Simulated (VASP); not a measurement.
C, 8 atoms in the cell. The structure is orthorhombic, space group Cmcm (No. 63). Conventional cell: a = 4.623 Å, b = 5.001 Å, c = 4.342 Å, α = 90.00°, β = 90.00°, γ = 90.00°. Within 2.0 Å of C (site symmetry 1) lie 4 C at 1.49 to 1.54 Å. 

* Program: VASP 6.6.1
* Task: relaxation of cell and atoms
* Functional: PBE
* Potentials or basis: VASP PAW PBE potentials, release 64 (C)
* Cutoff: 600 eV
* k mesh: 6 × 6 × 4
* Occupations: gaussian, width 0.1 eV
* Spin: no spin polarisation
* Dipole correction: no
* Further INCAR settings: ALGO = Normal; EDIFF = 1e-06; IBRION = 2; EDIFFG = -0.04; NSW = 90; ISIF = 3

Potentials or basis: VASP PAW PBE potentials, release 64 (C).

Run with:

```sh
$ cat potpaw_PBE.64/C/POTCAR > POTCAR
$ mpirun -np 1 vasp_std > vasp.out
```

Hardware: 1 thread of Intel(R) Xeon(R) Platinum 8488C (Sapphire Rapids), with other jobs on the host.

Q: How long does it take, and how much memory?

A: It took 3.6 min on 1 thread of Intel(R) Xeon(R) Platinum 8488C (Sapphire Rapids) (shared host), peak memory 0.18 GiB. Counts: scf iterations 85, k points 39, ion steps 13.
